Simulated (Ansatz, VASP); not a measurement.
# InTe3W in VASP and in Ansatz

Contents of INCAR:

```
SYSTEM = InTe3W
PREC     = Accurate       ! precision mode
ENCUT    = 500            ! plane-wave cutoff, eV
EDIFF    = 1E-7           ! SCF threshold, eV
ISMEAR   = 0              ! smearing method
SIGMA    = 0.1            ! smearing width, eV
LREAL    = .False.        ! projectors in reciprocal space
LASPH    = .True.         ! aspherical terms in the spheres
NELM     = 120            ! most SCF steps
ALGO     = Normal         ! electronic algorithm
ISIF     = 3              ! what is computed and relaxed
LWAVE    = .False.        ! write WAVECAR
LCHARG   = .False.        ! write CHGCAR
GGA      = PE             ! functional
IBRION   = 2              ! ionic algorithm
NSW      = 100            ! ionic steps
EDIFFG   = -0.01          ! ionic threshold
GGA_COMPAT= .False.      
NELMIN   = 4
```

Contents of KPOINTS:

```
regular mesh
0
Gamma
  6 6 6
  0 0 0
```

Contents of POSCAR:

```
InTe3W
1.0
    3.6605121441      2.1133976718      3.2885342623
   -3.6605121441      2.1133976718      3.2885342623
    0.0000000000     -4.2267953436      3.2885342623
In Te W
1 3 1
Direct
    0.5000000000      0.5000000000      0.5000000000
    0.0817014373      0.5000000000      0.9182985627
    0.9182985627      0.0817014373      0.5000000000
    0.5000000000      0.9182985627      0.0817014373
    0.0000000000      0.0000000000      0.0000000000
```

Input for Ansatz:

```yaml
crystal:
  lattice:
    - [3.6605121441, 2.1133976718, 3.2885342623]
    - [-3.6605121441, 2.1133976718, 3.2885342623]
    - [0.0, -4.2267953436, 3.2885342623]
  atoms:
    - { symbol: In, position: [0.5, 0.5, 0.5] }
    - { symbol: Te, position: [0.0817014373, 0.5, 0.9182985627] }
    - { symbol: Te, position: [0.9182985627, 0.0817014373, 0.5] }
    - { symbol: Te, position: [0.5, 0.9182985627, 0.0817014373] }
    - { symbol: W, position: [0.0, 0.0, 0.0] }
basis:
  ecutwfc: 420
kpoints:
  mp_grid: { grid: [6, 6, 6] }
hamiltonian:
  xc: pbe
scf:
  occupations: { method: gaussian, width: 0.1 }
output:
  forces: true
  stress: true
  eigenvalues: true
  write_density: true
  write_potential: true
  elf: true
  volumetric_format: npy
relax:
  adjacent_minimum: "off"
  f_tol: 0.01
  max_steps: 80
  cell: { stress_tol: 0.05 }
```

Change from the starting cell: species swapped into the Ag3SI type (R32, No. 155).

Alike in both runs: task relaxation of cell and atoms; functional PBE; k mesh 6 × 6 × 6; occupations gaussian, width 0.1 eV; no spin polarisation.

|  | VASP | Ansatz |
| --- | --- | --- |
| version | VASP 6.6.1 | Ansatz 0.2.0 |
| potentials or method | VASP PAW PBE potentials, release 64 (In_d, Te, W_sv), cutoff 500 eV | scalar-relativistic, plane waves, PAW |
| valence electrons in the cell | 45 | 75 |

Ansatz gave:

| Quantity | Value |
| --- | --- |
| gap on the k mesh at the Fermi level, each at its own relaxed structure (eV) | none |
| relaxed volume (Å³/atom) | 30.26 |
| relaxed cell length with the largest relative difference (Å) | 5.348 |

**Question.** What did VASP give for the same quantities?

**Answer.** gap on the k mesh at the Fermi level, each at its own relaxed structure (eV): none; relaxed volume (Å³/atom): 30.24; relaxed cell length with the largest relative difference (Å): 5.348.

A gap of «none» marks a metal or a gap that the smearing closes. VASP's potentials hold 45 valence electrons a cell and Ansatz's 75, so a difference there can come from the potentials and not from the codes.

Spin-orbit coupling is off throughout.
